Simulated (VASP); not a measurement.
Write the native input for VASP 6.6.1 that does the following.

```yaml
Task: relaxation of cell and atoms
Functional: PBE
Potentials_or_basis: VASP PAW PBE potentials, release 64 (Sb, S)
Cutoff: 600 eV
k_mesh: 12 × 12 × 2
Occupations: gaussian, width 0.1 eV
Spin: no spin polarisation
Dipole_correction: no
Further_INCAR_settings: ALGO = Normal; EDIFF = 1e-07; IBRION = 2; EDIFFG = -0.01; NSW = 100; ISIF = 3
```

The structure of Sb3S5 lies in POSCAR:

```
Sb3S5
1.0
    3.8621791722      0.0000000000      0.0000000000
   -1.9310895861      3.3447452771      0.0000000000
    0.0000000000      0.0000000000     17.1533131438
Sb S
3 5
Direct
    0.0000000000      0.0000000000      0.5000000000
    0.3333333333      0.6666666667      0.1078231574
    0.6666666667      0.3333333333      0.8921768426
    0.6666666667      0.3333333333      0.5871874527
    0.3333333333      0.6666666667      0.4128125473
    0.6666666667      0.3333333333      0.1930499808
    0.3333333333      0.6666666667      0.8069500192
    0.0000000000      0.0000000000      0.0000000000
```

These files were run (other wordings do the same):

INCAR

```
SYSTEM = Sb3S5
  PREC = Accurate
  ENCUT = 600
  EDIFF = 1E-7
  ISMEAR = 0
  SIGMA = 0.1
  LREAL = .False.
  LASPH = .True.
  NELM = 60
  ALGO = Normal
  ISIF = 3
  LWAVE = .False.
  LCHARG = .False.
  GGA = PE
  IBRION = 2
  NSW = 100
  EDIFFG = -0.01
```

KPOINTS

```
Automatic mesh
0
Gamma
  12 12 2
  0 0 0
```

Potentials or basis: VASP PAW PBE potentials, release 64 (Sb, S).

The run is started by

```sh
$ cat potpaw_PBE.64/Sb/POTCAR potpaw_PBE.64/S/POTCAR > POTCAR
$ mpirun -np 1 vasp_std > vasp.out
```

It gave:

```yaml
Relaxed_volume: 27.62 Å³/atom
Relaxed_cell: a = 3.858 Å, b = 3.858 Å, c = 17.143 Å, α = 90.00°, β = 90.00°, γ = 120.00°
Space_group_after_relaxing_to_0.1_Å: P-3m1 (No. 164)
Energy_gained_by_relaxing: 0.0 meV/atom
Ionic_steps: 4
Pressure_after_relaxing: 0.0 GPa
Largest_force_after_relaxing: 0.005 eV/Å
Band_gap_on_the_k_mesh: zero (an odd number of electrons rules out a gap without spin polarisation)
```

Caveat: spin-orbit coupling is left out, which moves the levels of the heavy elements; this functional lacks dispersion, which binds the layers, so the pressure and a relaxed spacing across them are unreliable.

Wall time 5.7 min on 1 thread of Intel(R) Xeon(R) 6975P-C (Granite Rapids), on a shared host, peak memory 0.53 GiB.
